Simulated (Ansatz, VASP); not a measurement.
# Two plane-wave programs on Si5As3

```xyz
8
Lattice="-3.3982 3.3982 3.3982 3.3982 -3.3982 3.3982 3.3982 3.3982 -3.3982" Properties=species:S:1:pos:R:3 pbc="T T T"
Si    1.6991    1.6991    1.6991
Si    1.6991    1.6991   -1.6991
Si    1.6991   -1.6991    1.6991
Si   -1.6991    1.6991    1.6991
Si    0.0000    0.0000    0.0000
As    3.3982    0.0000    0.0000
As    0.0000    3.3982    0.0000
As    0.0000    0.0000    3.3982
```

Alike in both runs: task relaxation of cell and atoms; functional PBE; k mesh 4 × 4 × 4; occupations gaussian, width 0.1 eV; no spin polarisation.

```csv
,VASP,Ansatz
version,VASP 6.6.1,Ansatz 0.2.0
potentials or method,"VASP PAW PBE potentials, release 64 (Si, As), cutoff 600 eV","scalar-relativistic, plane waves, PAW"
valence electrons in the cell,35,65
```

```csv
,VASP,Ansatz,Ansatz less VASP
"gap on the k mesh at the Fermi level, each at its own relaxed structure (eV)",none,none,-
relaxed volume (Å³/atom),16.54,16.56,+0.021
relaxed cell length with the largest relative difference (Å),5.560,5.562,+0.0024
```

A gap of «none» marks a metal or a gap that the smearing closes. VASP's potentials hold 35 valence electrons a cell and Ansatz's 65, so a difference there can come from the potentials and not from the codes.

Noted on VASP's run: the volume moved by over 15 % at a fixed basis, so the end points are rough.
